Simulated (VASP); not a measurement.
A run of VASP 6.6.1 is set up as follows.

File INCAR:

```
ALGO = Fast
DIPOL = 0.5 0.5 0.294
EDIFF = 1E-7
ENCUT = 520
IDIPOL = 3
ISIF = 2
ISMEAR = 0
LASPH = True
LCHARG = False
LDIPOL = True
LREAL = Auto
LWAVE = False
NBANDS = 108
NELM = 100
PREC = Accurate
SIGMA = 0.05
```

Contents of KPOINTS:

```
k-points
0
Gamma
  4 4 1
```

Contents of POSCAR:

```
HC20
1.0
    7.2015518731      0.0000000000      0.0000000000
   -3.3194130427      7.7907812636      0.0000000000
    0.0000000000      0.0000000000     22.7916832250
C H
40 2
Direct
    0.2501129010      0.1667043003      0.1755026147
    0.2501129010      0.6667043003      0.1755026147
    0.7501129009      0.1667043003      0.1755026147
    0.7501129009      0.6667043003      0.1755026147
    0.2498870990      0.3332956997      0.1755026147
    0.2498870990      0.8332956997      0.1755026147
    0.7498870990      0.3332956997      0.1755026147
    0.7498870990      0.8332956997      0.1755026147
    0.2501129010      0.4167043003      0.2291325538
    0.2501129010      0.9167043003      0.2291325538
    0.7501129009      0.4167043003      0.2291325538
    0.7501129009      0.9167043003      0.2291325538
    0.2498870990      0.0832956997      0.2291325538
    0.2498870991      0.5832956997      0.2291325538
    0.7498870990      0.0832956997      0.2291325538
    0.7498870990      0.5832956997      0.2291325538
    0.2500458055      0.1676520614      0.2827258575
    0.2500458055      0.6676520614      0.2827258575
    0.7500458055      0.1676520614      0.2827258575
    0.7500458055      0.6676520614      0.2827258575
    0.2499541945      0.3323479386      0.2827258575
    0.2499541945      0.8323479386      0.2827258575
    0.7499541945      0.3323479386      0.2827258575
    0.7499541945      0.8323479386      0.2827258575
    0.2500622594      0.4183368654      0.3365410697
    0.2500622594      0.9183368654      0.3365410697
    0.7500622594      0.4183368654      0.3365410697
    0.7500622594      0.9183368654      0.3365410697
    0.2499377406      0.0816631346      0.3365410697
    0.2499377406      0.5816631346      0.3365410697
    0.7499377406      0.0816631346      0.3365410697
    0.7499377406      0.5816631346      0.3365410697
    0.2501903787      0.1771682769      0.3857408485
    0.2501903787      0.6771682769      0.3857408485
    0.7501903787      0.1771682769      0.3857408485
    0.7501903787      0.6771682769      0.3857408485
    0.2498096213      0.3228317231      0.3857408485
    0.2498096213      0.8228317231      0.3857408485
    0.7498096213      0.3228317231      0.3857408485
    0.7498096213      0.8228317231      0.3857408485
    0.9998096213      0.2844540147      0.5436932017
    0.9998096213      0.3612094315      0.5436932017
```

Potentials or basis: VASP PAW LDA potentials, release 64 (C, H).

Command:

```bash
$ cat potpaw_LDA.64/C/POTCAR potpaw_LDA.64/H/POTCAR > POTCAR
$ mpirun -np 1 vasp_std > vasp.out
```

Problem. Predict the largest force.

Solution. 6.948 eV/Å.

Forces on the atoms (eV/Å):
```
C   -2.684  6.313  1.103
C   -2.684  6.312  1.103
C   -2.684  6.313  1.103
C   -2.684  6.312  1.104
C    2.684 -6.313  1.103
C    2.684 -6.312  1.103
C    2.684 -6.313  1.103
C    2.684 -6.312  1.104
C   -0.174  0.415 -1.182
C   -0.174  0.415 -1.182
C   -0.174  0.414 -1.182
C   -0.174  0.414 -1.183
C    0.174 -0.414 -1.182
C    0.174 -0.415 -1.182
C    0.174 -0.414 -1.182
C    0.174 -0.415 -1.182
C    0.001 -0.011  0.010
C    0.001 -0.011  0.011
C    0.001 -0.011  0.010
C    0.001 -0.010  0.010
C   -0.001  0.011  0.010
C   -0.001  0.011  0.010
C   -0.001  0.011  0.010
C   -0.001  0.011  0.010
C   -0.010  0.049  0.012
C   -0.010  0.049  0.009
C   -0.009  0.047  0.011
C   -0.010  0.049  0.009
C    0.009 -0.047  0.010
C    0.010 -0.050  0.010
C    0.009 -0.047  0.011
C    0.010 -0.049  0.009
C    0.031 -0.053  0.063
C    0.031 -0.053  0.060
C    0.034 -0.052  0.063
C    0.032 -0.051  0.059
C   -0.034  0.051  0.062
C   -0.032  0.051  0.060
C   -0.031  0.054  0.063
C   -0.032  0.052  0.059
H    2.178 -5.109 -0.012
H   -2.177  5.109 -0.010
```
